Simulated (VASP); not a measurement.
Here is a VASP 6.6.1 calculation.

Contents of INCAR:

```
SYSTEM = GaN
PREC     = Accurate       ! precision mode
ENCUT    = 520            ! plane-wave cutoff, eV
EDIFF    = 1E-8           ! SCF threshold, eV
ISMEAR   = 0              ! smearing method
SIGMA    = 0.01           ! smearing width, eV
LREAL    = .FALSE.        ! projectors in reciprocal space
LASPH    = .TRUE.         ! aspherical terms in the spheres
NELM     = 100            ! most SCF steps
ALGO     = Normal         ! electronic algorithm
ISIF     = 2              ! what is computed and relaxed
LWAVE    = .FALSE.        ! write WAVECAR
LCHARG   = .FALSE.        ! write CHGCAR
GGA      = PS             ! functional
LEPSILON = .TRUE.         ! dielectric tensor by DFPT
```

The input KPOINTS:

```
regular mesh
0
G
  10 10 10
  0 0 0
```

File POSCAR:

```
GaN
1.0
    0.0000000000      2.2535006075      2.2535006075
    2.2535006075      0.0000000000      2.2535006075
    2.2535006075      2.2535006075      0.0000000000
Ga N
1 1
Direct
    0.0000000000      0.0000000000      0.0000000000
    0.2500000000      0.2500000000      0.2500000000
```

Potentials or basis: VASP PAW PBE potentials, release 64 (Ga_d, N).

Launch:

```console
$ cat potpaw_PBE.64/Ga_d/POTCAR potpaw_PBE.64/N/POTCAR > POTCAR
$ mpirun -np 1 vasp_std > vasp.out
```

(1) What does it give for the electronic dielectric tensor (diagonal)?

(2) Estimate the Born charges (mean of the diagonal).

(3) Predict the band gap on the k mesh.

## Answers

(1) 6.08.

(2) Ga +2.66; N -2.66 e.

(3) 1.68 eV, direct.
